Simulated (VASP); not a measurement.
A run of VASP 6.6.1 is set up as follows.

The input POSCAR:

```
MgS
1.0
    0.0000000000      2.8886855272      2.8886855272
    2.8886855272      0.0000000000      2.8886855272
    2.8886855272      2.8886855272      0.0000000000
S Mg
1 1
Direct
    0.2500000000      0.2500000000      0.2500000000
    0.0000000000      0.0000000000      0.0000000000
```

The input INCAR.step1:

```
SYSTEM = MgS
  ALGO = Normal
  EDIFF = 1E-5
  ENCUT = 520
  GGA = PE
  ISIF = 2
  ISMEAR = -1
  LASPH = .TRUE.
  LCHARG = .FALSE.
  LREAL = .FALSE.
  LWAVE = .TRUE.
  NBANDS = 11
  NELM = 60
  PREC = Accurate
  SIGMA = 0.05
```

File INCAR.step2:

```
SYSTEM = MgS
  ALGO = Normal
  EDIFF = 1E-7
  ENCUT = 520
  GGA = PE
  HFSCREEN = 0.2079
  ISIF = 2
  ISMEAR = -1
  ISTART = 1
  LASPH = .TRUE.
  LCHARG = .FALSE.
  LHFCALC = .TRUE.
  LREAL = .FALSE.
  LWAVE = .FALSE.
  NBANDS = 11
  NELM = 60
  PREC = Accurate
  PRECFOCK = Normal
  SIGMA = 0.05
```

KPOINTS

```
k-points
0
G
  6 6 6
  0 0 0
```

Potentials or basis: VASP PAW PBE potentials, release 64 (S, Mg).

Launch:

```console
$ cat potpaw_PBE.64/S/POTCAR potpaw_PBE.64/Mg/POTCAR > POTCAR
$ cp INCAR.step1 INCAR
$ mpirun -np 1 vasp_std > vasp.out
$ cp INCAR.step2 INCAR
$ mpirun -np 1 vasp_std > vasp.out
```

(1) Predict the pressure.

(2) What does it give for the band gap on the k mesh?

Answers

(1) -3.3 GPa.

(2) 4.19 eV.

Caveat: the cell stands under tension; the PAW data sets were made with another functional, which shifts forces and pressure a little.
